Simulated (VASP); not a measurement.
Here is a VASP 6.6.1 calculation.

File POSCAR:

```
Fe
1.0
   -1.4135427549      1.4135427549      1.4135427549
    1.4135427549     -1.4135427549      1.4135427549
    1.4135427549      1.4135427549     -1.4135427549
Fe
1
Direct
    0.0000000000      0.0000000000      0.0000000000
```

Contents of INCAR.step1:

```
PREC     = Accurate       # precision mode
ENCUT    = 520            # plane-wave cutoff, eV
EDIFF    = 1E-5           # SCF threshold, eV
ISMEAR   = -1             # smearing method
SIGMA    = 0.05           # smearing width, eV
LREAL    = F              # projectors in reciprocal space
LASPH    = T              # aspherical terms in the spheres
NELM     = 150            # most SCF steps
ALGO     = Normal         # electronic algorithm
ISIF     = 2              # what is computed and relaxed
LWAVE    = T              # write WAVECAR
ISPIN    = 2              # spin polarisation
MAGMOM   = 3              # initial moments
LORBIT   = 11             # projections on sites
LMAXMIX  = 4              # l up to which the mixer works
NBANDS   = 14             # bands
GGA      = PE             # functional
```

The input INCAR.step2:

```
PREC     = Accurate       # precision mode
ENCUT    = 520            # plane-wave cutoff, eV
EDIFF    = 1E-6           # SCF threshold, eV
ISMEAR   = -1             # smearing method
SIGMA    = 0.05           # smearing width, eV
LREAL    = F              # projectors in reciprocal space
LASPH    = T              # aspherical terms in the spheres
NELM     = 150            # most SCF steps
ALGO     = Normal         # electronic algorithm
ISIF     = 2              # what is computed and relaxed
LWAVE    = F              # write WAVECAR
LCHARG   = T              # write CHGCAR
ISPIN    = 2              # spin polarisation
MAGMOM   = 3              # initial moments
LORBIT   = 11             # projections on sites
LMAXMIX  = 4              # l up to which the mixer works
METAGGA  = R2SCAN         # meta-GGA
LHFCALC  = T              # exact exchange
AEXX     = 0.5            # exact-exchange fraction
LMIXTAU  = T            
PRECFOCK = Normal       
LELF     = T              # ELF
LVHAR    = T            
NBANDS   = 14             # bands
ISTART   = 1
```

KPOINTS

```
regular mesh
0
Gamma
  7 7 7
```

Potentials or basis: VASP PAW PBE potentials, release 64 (Fe).

Run with:

```sh
$ cat potpaw_PBE.64/Fe/POTCAR > POTCAR
$ cp INCAR.step1 INCAR
$ mpirun -np 1 vasp_std > vasp.out
$ cp INCAR.step2 INCAR
$ mpirun -np 1 vasp_std > vasp.out
```

(1) What does it give for the pressure?

(2) What does it give for the site moments?

Results:

(1) 21.8 GPa.

(2) Fe +2.97 μB.

Caveat: the k points lie up to 0.45 Å⁻¹ apart; the PAW data sets were made with another functional, which shifts forces and pressure a little.
